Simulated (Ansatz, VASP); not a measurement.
One calculation of MgO, two programs

```
Mg O
1.0
     0.00000    2.13515    2.13515
     2.13515    0.00000    2.13515
     2.13515    2.13515    0.00000
Mg O
1 1
Direct
  0.00000 0.00000 0.00000
  0.50000 0.50000 0.48344
```

Change from the starting cell: all O atoms moved -0.050 Å, as atom 2 along Cartesian [1 1 0].

Alike in both runs: task single point; functional r2SCAN; k mesh 10 × 10 × 10; occupations gaussian, width 0.05 eV; no spin polarisation.

```csv
,VASP,Ansatz
version,VASP 6.6.1,Ansatz 0.2.0
potentials or method,"VASP PAW PBE potentials, release 64 (Mg, O), cutoff 520 eV","scalar-relativistic, plane waves, PAW"
valence electrons in the cell,8,16
```

Ansatz gave:

| Property | Result |
| --- | --- |
| gap on the k mesh at the Fermi level (eV) | 5.22 |
| least direct gap on the mesh (eV) | 5.22 |
| pressure (GPa) | -6.9 |
| traceless stress, the component that is largest in VASP (GPa) | -0.25 |
| rms of the force components (eV/Å) | 0.130 |

Q: Estimate VASP's values.

A: gap on the k mesh at the Fermi level (eV): 5.20; least direct gap on the mesh (eV): 5.20; pressure (GPa): -8.0; traceless stress, the component that is largest in VASP (GPa): -0.25; rms of the force components (eV/Å): 0.131.

VASP's potentials were made for PBE, not for r2SCAN. Atom by atom the forces differ by 0.001 eV/Å (rms over components). VASP's potentials hold 8 valence electrons a cell and Ansatz's 16, so a difference there can come from the potentials and not from the codes.
